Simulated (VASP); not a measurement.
IrAuO2, 4 atoms in the cell. Symmetry: R-3m, No. 166, trigonal system. The conventional cell has a = 3.148 Å, b = 3.148 Å, c = 18.078 Å, α = 90.00°, β = 90.00°, γ = 120.00°. Within 2.7 Å of Au (site symmetry -3m) lie 2 O at 2.07 Å. Ir (site symmetry -3m) has 6 O at 2.05 Å within 2.7 Å. Within 2.7 Å of O (site symmetry 3m) lie 3 Ir at 2.05 Å and 1 Au at 2.07 Å and 3 O at 2.62 Å. 

* Program: VASP 6.6.1
* Task: single point
* Functional: PBEsol
* Potentials or basis: VASP PAW PBE potentials, release 64 (Au_sv_GW, Ir_sv_GW, O)
* Cutoff: 520 eV
* k mesh: 12 × 12 × 12
* Occupations: gaussian, width 0.05 eV
* Spin: no spin polarisation
* Dipole correction: no
* k mesh for the DOS: 18 × 18 × 18
* Occupations for the DOS: tetrahedron
* Further INCAR settings: ALGO = Normal; EDIFF = 1e-06

Potentials or basis: VASP PAW PBE potentials, release 64 (Au_sv_GW, Ir_sv_GW, O).

Launch:

```console
$ cat potpaw_PBE.64/Au_sv_GW/POTCAR potpaw_PBE.64/Ir_sv_GW/POTCAR potpaw_PBE.64/O/POTCAR > POTCAR
$ cp INCAR.step1 INCAR
$ cp KPOINTS.step1 KPOINTS
$ mpirun -np 1 vasp_std > vasp.out
$ cp INCAR.step2 INCAR
$ cp KPOINTS.step2 KPOINTS
$ mpirun -np 1 vasp_std > vasp.out
```

Hardware: 1 thread of AMD EPYC 9R45 96-Core Processor (Zen 5), on a shared host.

Task: How long does it take, and how much memory?

Result: Run time: 29 min on 1 thread of AMD EPYC 9R45 96-Core Processor (Zen 5), with other jobs on the host, peak memory 1 GiB. Counts: k points 580.
